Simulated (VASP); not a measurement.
A run of VASP 6.6.1:

Contents of INCAR:

```
PREC = Accurate
ENCUT = 520
EDIFF = 1E-6
ISMEAR = 0
SIGMA = 0.1
LREAL = F
LASPH = T
NELM = 80
ALGO = Normal
ISIF = 2
LWAVE = F
LCHARG = F
GGA = PE
NBANDS = 38
```

KPOINTS

```
regular mesh
0
Gamma
  8 8 8
```

The input POSCAR:

```
As3O2
1.0
    0.0000000000      5.3252995349      5.9179188527
    2.6331659039      0.0000000000      5.9179188527
    2.6331659039      5.3252995349      0.0000000000
As O
6 4
Direct
    0.8554773548      0.1445226452      0.8554773548
    0.1445226452      0.8554773548      0.1445226452
    0.2087828088      0.5015418641      0.4984581359
    0.5015418641      0.2087828088      0.7912171912
    0.7912171912      0.4984581359      0.5015418641
    0.4984581359      0.7912171912      0.2087828088
    0.2500000000      0.2500000000      0.2500000000
    0.7500000000      0.7500000000      0.7500000000
    0.2370229508      0.7629770492      0.7629770492
    0.7629770492      0.2370229508      0.2370229508
```

Potentials or basis: VASP PAW PBE potentials, release 64 (As, O).

Run with:

```bash
$ cat potpaw_PBE.64/As/POTCAR potpaw_PBE.64/O/POTCAR > POTCAR
$ mpirun -np 1 vasp_std > vasp.out
```

Hardware: 1 thread of Intel(R) Xeon(R) 6975P-C (Granite Rapids), on a shared host.

Q: How long does it take, and how much memory?

A: Run time: 6 min on 1 thread of Intel(R) Xeon(R) 6975P-C (Granite Rapids), with other jobs on the host, peak memory 0.65 GiB. Counts: scf iterations 15, k points 95.
